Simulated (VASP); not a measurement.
## Ge: single point with PBE+D3(BJ)

The system is Ge.

```xyz
2
Lattice="0.0000 2.7514 2.7514 2.7514 0.0000 2.7514 2.7514 2.7514 0.0000" Properties=species:S:1:pos:R:3 pbc="T T T"
Ge    0.0000    0.0000    0.0000
Ge    1.3757    1.3757    1.3757
```

```json
{"Program": "VASP 6.6.1", "Task": "single point", "Functional": "PBE", "Dispersion": "D3(BJ)", "Potentials or basis": "VASP PAW PBE potentials, release 64 (Ge_d)", "Cutoff": "520 eV", "k mesh": "6 × 6 × 6", "Occupations": "fermi-dirac, width 0.05 eV", "Spin": "no spin polarisation"}
```

```
Pressure                   : 8.6 GPa
Band gap on the k mesh     : 0.45 eV, indirect (least direct gap 0.82 eV)
Dispersion energy per atom : -0.324 eV
```

Levels at points of the mesh, in eV from the valence-band top:
```tsv
k point	band 10	band 11	band 12	band 13	band 14	band 15	band 16	band 17	band 18	band 19
(0.00, 0.00, 0.00)	-24.63	-13.44	0.00	0.00	0.00	0.82	2.58	2.58	2.58	6.62
(0.50, 0.00, 0.00)	-24.60	-11.14	-8.02	-1.54	-1.54	0.45	3.78	3.78	7.15	11.13
(0.50, 0.50, 0.00)	-24.58	-9.22	-9.22	-3.38	-3.38	0.63	0.63	10.22	10.22	12.48
```

Run time: 9.3 s on 1 thread of Intel(R) Xeon(R) 6975P-C (Granite Rapids), with other jobs on the host, peak memory 0.17 GiB.

A k mesh can miss the band edges.
